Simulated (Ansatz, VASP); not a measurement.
# Hf: VASP beside Ansatz

Contents of INCAR:

```
SYSTEM = Hf
ALGO     = Normal         ! electronic algorithm
EDIFF    = 1E-6           ! SCF threshold, eV
EDIFFG   = -0.002         ! ionic threshold
ENCUT    = 600            ! plane-wave cutoff, eV
IBRION   = 2              ! ionic algorithm
ISIF     = 3              ! what is computed and relaxed
ISMEAR   = 0              ! smearing method
LASPH    = .TRUE.         ! aspherical terms in the spheres
LCHARG   = .FALSE.        ! write CHGCAR
LREAL    = .FALSE.        ! projectors in reciprocal space
LWAVE    = .FALSE.        ! write WAVECAR
NELM     = 100            ! most SCF steps
NSW      = 100            ! ionic steps
PREC     = Accurate       ! precision mode
SIGMA    = 0.1            ! smearing width, eV
```

KPOINTS

```
k-points
0
G
  12 12 8
  0 0 0
```

The input POSCAR:

```
Hf
1.0
    3.1923846300      0.0000000000      0.0000000000
   -1.5961923200      2.7646861900      0.0000000000
    0.0000000000      0.0000000000      5.0450416400
Hf
2
Direct
    0.3333333300      0.6666666700      0.2500000000
    0.6666666700      0.3333333300      0.7500000000
```

Input for Ansatz:

```yaml
crystal:
  lattice:
    - [3.19238463, 0.0, 0.0]
    - [-1.59619232, 2.76468619, 0.0]
    - [0.0, 0.0, 5.04504164]
  atoms:
    - { symbol: Hf, position: [0.33333333, 0.66666667, 0.25] }
    - { symbol: Hf, position: [0.66666667, 0.33333333, 0.75] }
basis:
  ecutwfc: 600.0
kpoints:
  mp_grid: { grid: [12, 12, 8] }
hamiltonian:
  xc: lda
  pseudopotentials: { kind: paw, azcp: { folder: soft_1 } }
scf:
  occupations: { method: gaussian, width: 0.1 }
output:
  forces: true
  stress: true
  eigenvalues: true
  write_density: true
  write_potential: true
  elf: true
  volumetric_format: npy
relax:
  adjacent_minimum: "off"
  f_tol: 0.002
  max_steps: 80
  cell: { stress_tol: 0.02 }
```

Alike in both runs: task relaxation of cell and atoms; functional LDA; k mesh 12 × 12 × 8; occupations gaussian, width 0.1 eV; no spin polarisation.

```csv
,VASP,Ansatz
version,VASP 6.6.1,Ansatz 0.2.0
potentials or method,"VASP PAW LDA potentials, release 64 (Hf_pv), cutoff 600 eV","scalar-relativistic, plane waves, PAW"
valence electrons in the cell,20,52
```

|  | VASP | Ansatz | Ansatz less VASP |
| --- | --- | --- | --- |
| gap on the k mesh at the Fermi level, each at its own relaxed structure (eV) | none | none | - |
| relaxed volume (Å³/atom) | 20.84 | 20.82 | -0.015 |
| relaxed cell length with the largest relative difference (Å) | 3.119 | 3.118 | -0.0011 |

Ansatz warns that its potentials were made for another functional, while VASP's fit it. LDA's correlation is that of Perdew and Zunger in VASP and of Perdew and Wang (1992) in Ansatz. A gap of «none» marks a metal or a gap that the smearing closes. VASP's potentials hold 20 valence electrons a cell and Ansatz's 52, so a difference there can come from the potentials and not from the codes.

Spin-orbit coupling is off throughout.
